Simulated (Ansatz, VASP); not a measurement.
**One calculation of Ca, two programs**

```
CELL_PARAMETERS angstrom
2.76271 2.76271 0.00000
-2.76271 2.76271 0.00000
0.00000 0.00000 5.52541
ATOMIC_POSITIONS crystal
Ca 0.00000 0.00000 0.00000
Ca 0.50000 0.50000 0.50000
```

Alike in both runs: task single point; functional PBE; k mesh 9 × 9 × 7; occupations fermi-dirac, width 0.08 eV; no spin polarisation.

```csv
,VASP,Ansatz
version,VASP 6.6.1,Ansatz 0.2.0
potentials or method,"VASP PAW PBE potentials, release 64 (Ca_sv), cutoff 520 eV","all-electron LAPW, scalar-relativistic"
```

```csv
,VASP,Ansatz,Ansatz less VASP
pressure (GPa),0.0,0.0,-0.01
```

Ansatz ran all-electron here, and VASP with PAW potentials.
